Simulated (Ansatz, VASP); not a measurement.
# Fe: VASP beside Ansatz

File INCAR:

```
SYSTEM = Fe
ALGO = Fast
EDIFF = 1E-7
ENCUT = 520
GGA = PE
ISIF = 2
ISMEAR = 0
ISPIN = 2
LASPH = .True.
LCHARG = .False.
LMAXMIX = 4
LORBIT = 11
LREAL = .False.
LWAVE = .False.
MAGMOM = 3
NBANDS = 14
NELM = 150
PREC = Accurate
SIGMA = 0.016
```

KPOINTS

```
k-points
0
Gamma
  13 13 13
  0 0 0
```

Contents of POSCAR:

```
Fe
1.0
   -1.4430000000      1.4430000000      1.4430000000
    1.4430000000     -1.4430000000      1.4430000000
    1.4430000000      1.4430000000     -1.4430000000
Fe
1
Direct
    0.0000000000      0.0000000000      0.0000000000
```

The input input.yaml:

```yaml
crystal:
  lattice:
    - [-1.443, 1.443, 1.443]
    - [1.443, -1.443, 1.443]
    - [1.443, 1.443, -1.443]
  atoms:
    - { symbol: Fe, position: [0.0, 0.0, 0.0], spin: 3.0 }
kpoints:
  mp_grid: { grid: [13, 13, 13] }
scf:
  occupations: { method: gaussian, width: 0.016 }
hamiltonian:
  xc: pbe
  pseudopotentials: { kind: all_electron, lapw: { basis_error: 0.001 } }
magnetization:
  spin_polarized: true
output:
  forces: true
  stress: true
  eigenvalues: true
```

Alike in both runs: task single point; functional PBE; k mesh 13 × 13 × 13; occupations gaussian, width 0.016 eV; collinear spin.

```csv
,VASP,Ansatz
version,VASP 6.6.1,Ansatz 0.2.0
potentials or method,"VASP PAW PBE potentials, release 64 (Fe), cutoff 520 eV","all-electron LAPW, scalar-relativistic"
```

Ansatz gave:

- gap on the k mesh at the Fermi level (eV): none
- pressure (GPa): -9.8
- net moment per atom (μB): 2.24
- size of the moment on the site where the two differ most (μB): 2.31

Question: Which values does VASP return?

Answer: gap on the k mesh at the Fermi level (eV): none; pressure (GPa): -9.2; net moment per atom (μB): 2.28; size of the moment on the site where the two differ most (μB): 2.29.

Site moments also hang on the region over which each program counts them. A gap of «none» marks a metal or a gap that the smearing closes. Ansatz ran all-electron here, and VASP with PAW potentials.
